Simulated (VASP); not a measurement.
Runs of VASP 6.6.1 on Si2C. The structure is that of space group P6/mmm (No. 191), or close to it. The cells are those of the table. 

```csv
task,spin,cell,k mesh,cutoff (eV),gap on the mesh (eV),pressure (GPa),moment (μB),relaxed volume (Å³/atom),largest force (eV/Å)
single point,off,"a = 4.754, b = 4.754, c = 5.888 Å, angles 90.0, 90.0, 120.0°, 6 atoms",12 × 12 × 6,520,none,0.0,-,-,0.02
single point,"collinear, ferromagnetic start","a = 4.748, b = 4.748, c = 5.912 Å, angles 90.0, 90.0, 120.0°, 6 atoms",6 × 6 × 4,520,none,0.0,0.00,-,0.03
relaxation of cell and atoms,off,"relaxed from a = 4.748, b = 4.748, c = 5.912 Å, angles 90.0, 90.0, 120.0°, 6 atoms",12 × 12 × 6,600,none,0.0,-,19.19,-
single point,off,"a = 3.681, b = 3.681, c = 7.524 Å, angles 90.0, 90.0, 120.0°, 6 atoms",6 × 6 × 2,520,none,(c),-,-,(a)
single point,off,"a = 4.720, b = 4.720, c = 5.925 Å, angles 90.0, 90.0, 120.0°, 6 atoms",6 × 6 × 2,520,none,-0.1,-,-,0.03
relaxation of cell and atoms,off,"relaxed from a = 3.681, b = 3.681, c = 7.524 Å, angles 90.0, 90.0, 120.0°, 6 atoms",6 × 6 × 2,600,none,0.0,-,18.95,0.02
single point,"collinear, ferromagnetic start","a = 3.681, b = 3.681, c = 7.524 Å, angles 90.0, 90.0, 120.0°, 6 atoms",6 × 6 × 2,520,none,(b),1.25,-,25.08
single point,off,"a = 4.748, b = 4.748, c = 5.912 Å, angles 90.0, 90.0, 120.0°, 6 atoms",6 × 6 × 4,520,none,0.0,-,-,0.03
```

Alike in all rows: level PBE; potentials or basis VASP PAW PBE potentials, release 64 (Si, C); smearing gaussian 0.1 eV.

Question: Fill in the values left out.

Answer: (a) 25.24; (b) 109.8; (c) 109.7.

Caveats: some runs use coarse meshes; forces of over 1 eV/Å act on the atoms, so gaps and moduli don't describe the material at rest (some runs); the volume moved by over 15 % at a fixed basis, so the end points are rough (some runs).

A gap of «none» marks levels without a gap at the run's occupations.
